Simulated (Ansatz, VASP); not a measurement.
**One calculation of Ga, two programs**

```
CELL_PARAMETERS angstrom
2.83092 0.00000 0.00000
0.00000 2.83092 0.00000
0.00000 0.00000 2.83092
ATOMIC_POSITIONS crystal
Ga 0.00000 0.00000 0.00000
```

Alike in both runs: functional BLYP; k mesh 11 × 11 × 11; occupations fermi-dirac, width 0.1 eV; no spin polarisation.

Ansatz relaxed the structure, and its values are those at the end. VASP's run is a single point on that final structure, the one shown.

```csv
,VASP,Ansatz
version,VASP 6.6.1,Ansatz 0.2.0
potentials or method,"VASP PAW PBE potentials, release 64 (Ga_d), cutoff 500 eV","plane waves (420 eV) with PAW, scalar-relativistic"
valence electrons in the cell,13,13
```

|  | VASP | Ansatz | Ansatz less VASP |
| --- | --- | --- | --- |
| pressure (GPa) | -0.1 | 0.0 | +0.06 |

VASP's potentials were made for PBE, not for BLYP. The functional is the same, so the differences come from potentials, cutoffs and numerics.
